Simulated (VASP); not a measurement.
The system is Sn3Te2O.

```
CELL_PARAMETERS angstrom
4.20000 0.00000 0.00000
0.00000 4.20000 0.00000
0.00000 0.00000 17.55000
ATOMIC_POSITIONS crystal
Sn 0.50000 0.00000 0.41200
Sn 0.00000 0.50000 0.58800
Sn 0.00000 0.50000 0.23600
Sn 0.00000 0.50000 0.93500
Sn 0.50000 0.00000 0.06500
Sn 0.50000 0.00000 0.76400
Te 0.00000 0.50000 0.41200
Te 0.50000 0.00000 0.58800
Te 0.50000 0.00000 0.23600
Te 0.00000 0.50000 0.76400
O 0.50000 0.50000 0.00000
O 0.00000 0.00000 0.00000
```

```yaml
Program: VASP 6.6.1
Task: relaxation of cell and atoms
Functional: PBE
Potentials_or_basis: VASP PAW PBE potentials, release 64 (Sn_d, Te, O)
Cutoff: 600 eV
k_mesh: 3 × 3 × 1
Occupations: gaussian, width 0.15 eV
Spin: no spin polarisation
```

At the start: pressure 6.2 GPa; volume 25.80 Å³/atom.

Problem. How do energy, volume and symmetry change on relaxing?

Solution. Over 29 steps the energy falls by 151.1 meV/atom and the volume is 31.37 Å³/atom (+21.6 %); space group P4/nmm (No. 129, to 0.1 Å) before and after.

Step by step:
| step | energy change (eV) | largest force (eV/Å) | pressure (GPa) | volume (Å³) |
| --- | --- | --- | --- | --- |
| 1 | 0.0000 | 2.3703 | 6.20 | 309.58 |
| 2 | -1.2623 | 1.6842 | -0.84 | 356.50 |
| 3 | -1.2704 | 1.6450 | -1.26 | 360.46 |
| 4 | -1.5815 | 0.6519 | -0.21 | 357.16 |
| 5 | -1.6457 | 0.2863 | 0.68 | 354.89 |
| 6 | -1.6774 | 0.2839 | 0.02 | 361.73 |
| 7 | -1.6815 | 0.2776 | -0.33 | 365.55 |
| 8 | -1.7040 | 0.2131 | -0.11 | 366.29 |
| 9 | -1.7159 | 0.2973 | 0.23 | 367.33 |
| 10 | -1.7354 | 0.1996 | -0.14 | 371.94 |
| 11 | -1.7392 | 0.2161 | -0.38 | 375.07 |
| 12 | -1.7540 | 0.2186 | -0.02 | 373.47 |
| 13 | -1.7555 | 0.2196 | 0.17 | 372.73 |
| 14 | -1.7674 | 0.1756 | 0.04 | 374.27 |
| 15 | -1.7747 | 0.2092 | -0.16 | 376.49 |
| 16 | -1.7826 | 0.1350 | 0.20 | 374.62 |
| 17 | -1.7827 | 0.1401 | 0.23 | 374.50 |
| 18 | -1.7888 | 0.1365 | -0.06 | 377.55 |
| 19 | -1.7888 | 0.1362 | -0.09 | 377.82 |
| 20 | -1.7937 | 0.1085 | -0.01 | 377.35 |
| 21 | -1.7976 | 0.1532 | 0.12 | 376.61 |
| 22 | -1.8018 | 0.0944 | -0.04 | 377.59 |
| 23 | -1.8038 | 0.1169 | -0.22 | 378.76 |
| 24 | -1.8067 | 0.1117 | -0.17 | 378.16 |
| 25 | -1.8101 | 0.1017 | -0.05 | 376.98 |
| 26 | -1.8071 | 0.1102 | 0.20 | 374.61 |
| 27 | -1.8106 | 0.0961 | 0.02 | 376.34 |
| 28 | -1.8123 | 0.0858 | 0.05 | 376.37 |
| 29 | -1.8137 | 0.0566 | 0.17 | 376.45 |

Final structure:
```yaml
crystal:
  lattice:
    - [4.39598, 0.00000, 0.00000]
    - [0.00000, 4.39598, 0.00000]
    - [0.00000, 0.00000, 19.48051]
  atoms:
    - { symbol: Sn, position: [0.50000, 0.00000, 0.40653] }
    - { symbol: Sn, position: [0.00000, 0.50000, 0.59347] }
    - { symbol: Sn, position: [0.00000, 0.50000, 0.25928] }
    - { symbol: Sn, position: [0.00000, 0.50000, 0.95232] }
    - { symbol: Sn, position: [0.50000, 0.00000, 0.04768] }
    - { symbol: Sn, position: [0.50000, 0.00000, 0.74072] }
    - { symbol: Te, position: [0.00000, 0.50000, 0.41547] }
    - { symbol: Te, position: [0.50000, 0.00000, 0.58453] }
    - { symbol: Te, position: [0.50000, 0.00000, 0.24664] }
    - { symbol: Te, position: [0.00000, 0.50000, 0.75336] }
    - { symbol: O, position: [0.50000, 0.50000, 0.00000] }
    - { symbol: O, position: [0.00000, 0.00000, 0.00000] }
```

Caveat: the k points lie up to 0.48 Å⁻¹ apart in the final cell; the volume moved by over 15 % at a fixed basis, so the end points are rough; the relaxation stopped at a loose force limit of 0.08 eV/Å, so its end isn't a converged minimum.
